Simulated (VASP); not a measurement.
Set up this calculation in VASP 6.6.1, as the native input.

| Quantity | Value |
| --- | --- |
| Task | single point |
| Functional | PBE |
| Potentials or basis | VASP PAW PBE potentials, release 64 (Pb_d, Se) |
| Cutoff | 520 eV |
| k mesh | 7 × 7 × 7 |
| Occupations | fermi-dirac, width 0.05 eV |
| Spin | no spin polarisation |
| Dipole correction | no |
| Further INCAR settings | ALGO = Normal; EDIFF = 1e-07; NBANDS = 17 |

The structure of PbSe lies in POSCAR:

```
PbSe
1.0
    3.7843220000      0.0000000000      0.0000000000
    0.0000000000      3.7843220000      0.0000000000
    0.0000000000      0.0000000000      3.7843220000
Pb Se
1 1
Direct
    0.0000000000      0.0000000000      0.0000000000
    0.5000000000      0.5000000000      0.5000000000
```

The input as run:

INCAR

```
  PREC = Accurate
  ENCUT = 520
  EDIFF = 1E-7
  ISMEAR = -1
  SIGMA = 0.05
  LREAL = False
  LASPH = True
  NELM = 60
  ALGO = Normal
  ISIF = 2
  LWAVE = False
  LCHARG = False
  GGA = PE
  NBANDS = 17
```

KPOINTS

```
Automatic mesh
0
Gamma
  7 7 7
```

Potentials or basis: VASP PAW PBE potentials, release 64 (Pb_d, Se).

Command:

```console
$ cat potpaw_PBE.64/Pb_d/POTCAR potpaw_PBE.64/Se/POTCAR > POTCAR
$ mpirun -np 1 vasp_std > vasp.out
```

It gave:

The pressure is -0.2 GPa and the band gap on the k mesh is zero (band 10 reaches 5.30 eV, above the bottom of band 11 at 5.19 eV).

Caveat: spin-orbit coupling is left out, which moves the levels of the heavy elements.

It took 11 s on 1 thread of Intel(R) Xeon(R) Platinum 8488C (Sapphire Rapids), on a shared host, peak memory 0.16 GiB.
